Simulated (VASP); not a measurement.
# Pb (Fm-3m) in VASP: notebook

The runs below take Pb through single point, with LDA.

Everything below comes from runs of VASP 6.6.1. Logs are shortened: lines on timing, memory, paths and dates and some standing lists are left out, and cuts for length are marked.

**1. The cell of the first run**

Symmetry: Fm-3m, No. 225, cubic system. The conventional cell has a = 4.875 Å, b = 4.875 Å, c = 4.875 Å, α = 90.00°, β = 90.00°, γ = 90.00°. Within 4.5 Å of Pb (site symmetry m-3m) lie 12 Pb at 3.45 Å.

**2. Single point, LDA**

INCAR reads:

```
SYSTEM = Pb
ALGO = Normal
EDIFF = 1E-6
ENCUT = 520
ISIF = 2
ISMEAR = -1
LASPH = .True.
LCHARG = .False.
LREAL = .False.
LWAVE = .False.
NBANDS = 13
NELM = 100
PREC = Accurate
SIGMA = 0.1
```

KPOINTS reads:

```
k-points
0
Gamma
  7 7 7
  0 0 0
```

POSCAR reads:

```
Pb
1.0
    0.0000000000      2.4375492138      2.4375492138
    2.4375492138      0.0000000000      2.4375492138
    2.4375492138      2.4375492138      0.0000000000
Pb
1
Direct
    0.0000000000      0.0000000000      0.0000000000
```

Potentials or basis: VASP PAW LDA potentials, release 64 (Pb_d).

On the command line:

```sh
> cat potpaw_LDA.64/Pb_d/POTCAR > POTCAR
> mpirun -np 1 vasp_std > vasp.out
```

OUTCAR:

```text
SYSTEM = Pb
   EDIFF = 1E-6
   ENCUT = 520
   ISIF = 2
   ISMEAR = -1
   LASPH = .True.
   LREAL = .False.
   NELM = 100
   PREC = Accurate

 ion  position               nearest neighbor table
   1  0.000  0.000  0.000-

  LATTYP: Found a face centered cubic cell.
 ALAT       =     4.8750984276

  Lattice vectors:

 A1 = (   0.0000000000,   2.4375492138,   2.4375492138)
 A2 = (   2.4375492138,   0.0000000000,   2.4375492138)
 A3 = (   2.4375492138,   2.4375492138,   0.0000000000)

Analysis of symmetry for initial positions (statically):
=====================================================================
 Subroutine PRICEL returns:
 Original cell was already a primitive cell.

 Routine SETGRP: Setting up the symmetry group for a
 face centered cubic supercell.

 Subroutine GETGRP returns: Found 48 space group operations
 (whereof 48 operations were pure point group operations)
 out of a pool of 48 trial point group operations.

The static configuration has the point symmetry O_h .

Analysis of symmetry for dynamics (positions and initial velocities):
=====================================================================
 Subroutine PRICEL returns:
 Original cell was already a primitive cell.

 Routine SETGRP: Setting up the symmetry group for a
 face centered cubic supercell.

 Subroutine GETGRP returns: Found 48 space group operations
 (whereof 48 operations were pure point group operations)
 out of a pool of 48 trial point group operations.

The dynamic configuration has the point symmetry O_h .

 Subroutine INISYM returns: Found 48 space group operations
 (whereof 48 operations are pure point group operations),
 and found     1 'primitive' translations

----------------------------------------------------------------------------------------

                                     Primitive cell

  volume of cell :      28.9661

  direct lattice vectors                    reciprocal lattice vectors
     0.000000000  2.437549214  2.437549214    -0.205124064  0.205124064  0.205124064
     2.437549214  0.000000000  2.437549214     0.205124064 -0.205124064  0.205124064
     2.437549214  2.437549214  0.000000000     0.205124064  0.205124064 -0.205124064

  length of vectors
     3.447215157  3.447215157  3.447215157     0.355285300  0.355285300  0.355285300

  position of ions in fractional coordinates (direct lattice)
     0.000000000  0.000000000  0.000000000

  ion indices of the primitive-cell ions
   primitive index   ion index
                 1           1

----------------------------------------------------------------------------------------

 KPOINTS: k-points

Automatic generation of k-mesh.
 Grid dimensions read from file:
 generate k-points for:    7    7    7

 Generating k-lattice:

  Cartesian coordinates                     Fractional coordinates (reciprocal lattice)
    -0.029303438  0.029303438  0.029303438     0.142857143  0.000000000  0.000000000
     0.029303438 -0.029303438  0.029303438     0.000000000  0.142857143  0.000000000
     0.029303438  0.029303438 -0.029303438     0.000000000  0.000000000  0.142857143

  Length of vectors
     0.050755043  0.050755043  0.050755043

  Shift w.r.t. Gamma in fractional coordinates (k-lattice)
     0.000000000  0.000000000  0.000000000

 Subroutine IBZKPT returns following result:
 ===========================================

 Found     20 irreducible k-points:

 Following reciprocal coordinates:
            Coordinates               Weight
  0.000000  0.000000  0.000000      1.000000
  0.142857  0.000000  0.000000      8.000000
  0.285714  0.000000  0.000000      8.000000
  0.428571  0.000000  0.000000      8.000000
  0.142857  0.142857  0.000000      6.000000
  0.285714  0.142857  0.000000     24.000000
[... 12 lines left out ...]
 -0.428571  0.428571  0.142857     24.000000
 -0.285714  0.428571  0.142857     24.000000
   k-points           NKPTS =     20   k-points in BZ     NKDIM =     20   number of bands    NBANDS=     13
   number of dos      NEDOS =    301   number of ions     NIONS =      1
   total plane-waves  NPLWV =  21952
   dimension x,y,z NGX =    28 NGY =   28 NGZ =   28
   dimension x,y,z NGXF=    56 NGYF=   56 NGZF=   56
   ions per type =               1
   NGX,Y,Z   is equivalent  to a cutoff of  13.50, 13.50, 13.50 a.u.
   NGXF,Y,Z  is equivalent  to a cutoff of  27.01, 27.01, 27.01 a.u.
 SYSTEM =  Pb
   PREC   = accura    normal or accurate (medium, high low for compatibility)
   ISTART =      0    job   : 0-new  1-cont  2-samecut
   ICHARG =      2    charge: 1-file 2-atom 10-const
   ISPIN  =      1    spin polarized calculation?
   LNONCOLLINEAR =      F non collinear calculations
   LSORBIT =      F    spin-orbit coupling
   LASPH  =      T    aspherical Exc in radial PAW
   ENCUT  =  520.0 eV  38.22 Ry    6.18 a.u.   6.41  6.41  6.41*2*pi/ulx,y,z
   NELM   =    100;   NELMIN=  2; NELMDL= -5     # of ELM steps
   EDIFF  = 0.1E-05   stopping-criterion for ELM
   LREAL  =      F    real-space projection
   EDIFFG = 0.1E-04   stopping-criterion for IOM
   NSW    =      0    number of steps for IOM
   IBRION =     -1    ionic relax: 0-MD 1-quasi-New 2-CG
   NFREE  =      0    steps in history (QN), initial steepest desc. (CG)
   ISIF   =      2    stress and relaxation
   ISYM   =      2    0-nonsym 1-usesym 2-fastsym
   POTIM  = 0.5000    time-step for ionic-motion
   TEBEG  =    0.0;   TEEND  =   0.0 temperature during run
   PSTRESS=    0.0 pullay stress
   NELECT =      14.0000    total number of electrons
   NUPDOWN=      -1.0000    fix difference up-down
   EMIN   =  10.00;   EMAX   =-10.00  energy-range for DOS
   EFERMI =   0.00;   METHOD = LEGACY
   ISMEAR =    -1;   SIGMA  =   0.10  broadening in eV -4-tet -1-fermi 0-gaus
   EFERMI_NEDOS =   21; number of points for ismear=-14 and -15
   IALGO  =     38    algorithm
   IMIX   =      4    mixing-type and parameters
     AMIX     =   0.40;   BMIX     =  1.00
     AMIX_MAG =   1.60;   BMIX_MAG =  1.00
  volume/ion in A,a.u.               =      28.97       195.47
  Fermi-wavevector in a.u.,A,eV,Ry     =   1.284756  2.427838 22.457762  1.650599
  Thomas-Fermi vector in A             =   2.416931
   LORBIT       =      0    0 simple, 1 ext, 2 COOP (PROOUT), +10 PAW based schemes
   GGA     = CA    functional components
   LHFCALC =     F    Hartree Fock is set to
   AEXX    =    0.0000 exact exchange contribution
   IVDW    =     0    specifies the selected vdW correction
   LEPSILON=     F    determine dielectric tensor
   LRPA    =     F    only Hartree local field effects (RPA)
 non-spin polarized calculation
  energy-cutoff  :      520.00
  volume of cell :       28.97
 maximum number of plane-waves:       793
 NGX is ok and might be reduce to    28
   NGX = 13   NGY = 13   NGZ = 13

 number of electron      13.9999999 magnetization

 Free energy of the ion-electron system (eV)
  ---------------------------------------------------
  ext. energy  EPLUGINS =         0.00000000
  ---------------------------------------------------
  free energy    TOTEN  =        -4.26566819 eV

  energy without entropy =       -4.25276974  energy(sigma->0) =       -4.25921896

 E-fermi :   7.5899     XC(G=0): -10.6743

 val. band max:        7.3992186595   @ k =   0.4286   0.2857   0.1429
 cond. band min:       7.7988869131   @ k =  -0.4286   0.4286   0.0000
 fundamental gap:      0.3996682535
 Fermi energy:         7.5898544280

 k-point     1 :       0.0000    0.0000    0.0000
  band No.  band energies     occupation
      1      -9.5000      2.00000
      2      -9.5000      2.00000
      3      -9.5000      2.00000
      4      -9.3351      2.00000
      5      -9.3351      2.00000
      6      -4.5473      2.00000
      7      15.2536      0.00000
      8      15.2536      0.00000
      9      15.2536      0.00000
     10      17.3840      0.00000
     11      19.5929      0.00000
     12      20.3963      0.00000
     13      20.3963      0.00000

 k-point     2 :       0.1429    0.0000    0.0000
  band No.  band energies     occupation
      1      -9.5027      2.00000
      2      -9.4719      2.00000
      3      -9.4719      2.00000
      4      -9.3331      2.00000
      5      -9.3331      2.00000
      6      -4.1347      2.00000
      7      11.7905      0.00000
      8      14.7983      0.00000
      9      14.7983      0.00000
     10      16.9790      0.00000
     11      20.5781      0.00000
     12      21.1579      0.00000
     13      21.1615      0.00000

 k-point     3 :       0.2857    0.0000    0.0000
  band No.  band energies     occupation
      1      -9.5183      2.00000
      2      -9.4618      2.00000
      3      -9.4618      2.00000
      4      -9.2732      2.00000
      5      -9.2732      2.00000
      6      -2.9050      2.00000
      7       7.2945      1.90083
      8      13.9660      0.00000
      9      13.9660      0.00000
     10      16.7365      0.00000
     11      18.8953      0.00000
     12      19.9021      0.00000
     13      19.9021      0.00000
[... 241 lines left out ...]
 k-point    19 :      -0.4286    0.4286    0.1429
  band No.  band energies     occupation
      1      -9.5911      2.00000
      2      -9.5249      2.00000
      3      -9.2916      2.00000
      4      -9.2190      2.00000
      5      -9.1618      2.00000
      6       0.3553      2.00000
      7       5.3117      2.00000
      8       8.0005      0.03238
      9       8.7266      0.00002
     10      16.0190      0.00000
     11      16.9230      0.00000
     12      22.4047      0.00000
     13      25.1946      0.00000

 k-point    20 :      -0.2857    0.4286    0.1429
  band No.  band energies     occupation
      1      -9.5317      2.00000
      2      -9.4377      2.00000
      3      -9.3715      2.00000
      4      -9.2825      2.00000
      5      -9.1635      2.00000
      6       0.7743      2.00000
      7       5.7344      2.00000
      8       6.0029      2.00000
      9       8.9876      0.00000
     10      16.8562      0.00000
     11      20.4057      0.00000
     12      21.2239      0.00000
     13      21.6030      0.00000

------------------------ aborting loop because EDIFF is reached ----------------------------------------

  FORCE on cell =-STRESS in cart. coord.  units (eV):
  Direction    XX          YY          ZZ          XY          YZ          ZX
  --------------------------------------------------------------------------------------
  -------------------------------------------------------------------------------------
  Total        0.1409602      0.1409602      0.1409602     -0.0000000     -0.0000000      0.0000000
  in kB        7.7968117      7.7968117      7.7968117     -0.0000000     -0.0000000      0.0000000
  external PRESSURE =       7.7968117 kB  Pullay stress =       0.0000000 kB

 VOLUME and BASIS-vectors are now :
 -----------------------------------------------------------------------------
  energy-cutoff  :      520.00
  volume of cell :       28.97
      direct lattice vectors                 reciprocal lattice vectors
     0.000000000  2.437549214  2.437549214    -0.205124064  0.205124064  0.205124064
     2.437549214  0.000000000  2.437549214     0.205124064 -0.205124064  0.205124064
     2.437549214  2.437549214  0.000000000     0.205124064  0.205124064 -0.205124064

 POSITION                                       TOTAL-FORCE (eV/Angst)
 -----------------------------------------------------------------------------------
      0.00000      0.00000      0.00000         0.000000      0.000000      0.000000
 -----------------------------------------------------------------------------------
    total drift:                               -0.000000     -0.000000     -0.000000

  FREE ENERGIE OF THE ION-ELECTRON SYSTEM (eV)
  ---------------------------------------------------
  free  energy   TOTEN  =        -4.2656681925 eV

  energy  without entropy=       -4.2527697354  energy(sigma->0) =       -4.25921896
```

Run time: 7 s. Hardware: 1 thread of Intel Xeon 8259CL, shared host; peak memory 0.14 GiB.

What came out:

| Property | Result |
| --- | --- |
| Free energy | -4.2657 eV |
| Pressure | 0.8 GPa |
| Band gap on the k mesh | zero (band 7 reaches 15.25 eV, above the bottom of band 8 at 6.00 eV) |

Caveat: spin-orbit coupling is left out, which moves the levels of the heavy elements.

**3. Single point, LDA**

INCAR reads:

```
PREC = Accurate ; ENCUT = 520
EDIFF = 1E-7 ; ISMEAR = -1
SIGMA = 0.1 ; LREAL = False
LASPH = True ; NELM = 80
ALGO = Normal ; ISIF = 2
LWAVE = False ; LCHARG = False
NBANDS = 13
```

KPOINTS reads:

```
regular mesh
0
Gamma
  9 9 9
```

POSCAR is that of step 2.

Potentials or basis: VASP PAW LDA potentials, release 64 (Pb_d).

On the command line:

```sh
> cat potpaw_LDA.64/Pb_d/POTCAR > POTCAR
> mpirun -np 1 vasp_std > vasp.out
```

Wall time 14 s (1 thread of Intel Xeon 8259CL, shared host); peak memory 0.14 GiB.

The run converged. Its results:

- Free energy: -4.2772 eV
- Pressure: 0.1 GPa
- Band gap on the k mesh: zero (band 7 reaches 15.25 eV, above the bottom of band 8 at 5.89 eV)

Levels at points of the mesh, in eV from the Fermi level:
```tsv
k point	band 4	band 5	band 6	band 7	band 8	band 9	band 10	band 11
(0.00, 0.00, 0.00)	-16.77	-16.77	-11.97	7.83	7.83	7.83	9.96	12.17
```

Caveat: spin-orbit coupling is left out, which moves the levels of the heavy elements.

**4. Single point, LDA**

INCAR reads:

```
SYSTEM = Pb
ALGO = Normal
EDIFF = 1E-7
ENCUT = 520
ISIF = 2
ISMEAR = -1
LASPH = .TRUE.
LCHARG = .FALSE.
LREAL = .FALSE.
LWAVE = .FALSE.
NBANDS = 13
NELM = 100
PREC = Accurate
SIGMA = 0.1
```

KPOINTS reads:

```
k-points
0
G
  11 11 11
  0 0 0
```

POSCAR is that of step 3.

On the command line:

```sh
> cat potpaw_LDA.64/Pb_d/POTCAR > POTCAR
> mpirun -np 1 vasp_std > vasp.out
```

Run time: 20 s. Hardware: 1 thread of Intel Xeon 8259CL, shared host; peak memory 0.15 GiB.

It converged, with:

```yaml
Free_energy: -4.2648 eV
Pressure: 0.0 GPa
Band_gap_on_the_k_mesh: zero (band 7 reaches 15.25 eV, above the bottom of band 8 at 6.00 eV)
```

Levels at points of the mesh, in eV from the Fermi level:
```
           k point  band 4  band 5  band 6  band 7  band 8  band 9  band 10  band 11
(0.00, 0.00, 0.00)  -16.95  -16.95  -12.15    7.65    7.65    7.65     9.78    11.99
```

Caveat: spin-orbit coupling is left out, which moves the levels of the heavy elements.

(Part 1 of 2 ends here.)
